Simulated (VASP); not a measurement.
Runs of VASP 6.6.1 on AlCu3. The structure is that of space group Fm-3m (No. 225), or close to it. The cells are those of the table. 

```tsv
cell	gap on the mesh (eV)	pressure (GPa)
a = 4.164 Å, angles 60.0°, 4 atoms	none	-7.7
a = 4.029 Å, angles 60.0°, 4 atoms	none	(b)
a = 4.057 Å, angles 60.0°, 4 atoms	none	3.1
a = 4.111 Å, angles 60.0°, 4 atoms	none	-2.8
a = 4.138 Å, angles 60.0°, 4 atoms	none	(a)
```

Alike in all rows: task single point; level PBEsol; potentials or basis VASP PAW PBE potentials, release 64 (Cu, Al); no spin polarisation; k mesh 8 × 8 × 8; cutoff (eV) 520; smearing fermi-dirac 0.05 eV.

Q: Estimate the missing entries.

A: (a) -5.5; (b) 6.6.

Caveats: the PAW data sets were made with another functional, which shifts forces and pressure a little.

A gap of «none» marks levels without a gap at the run's occupations.
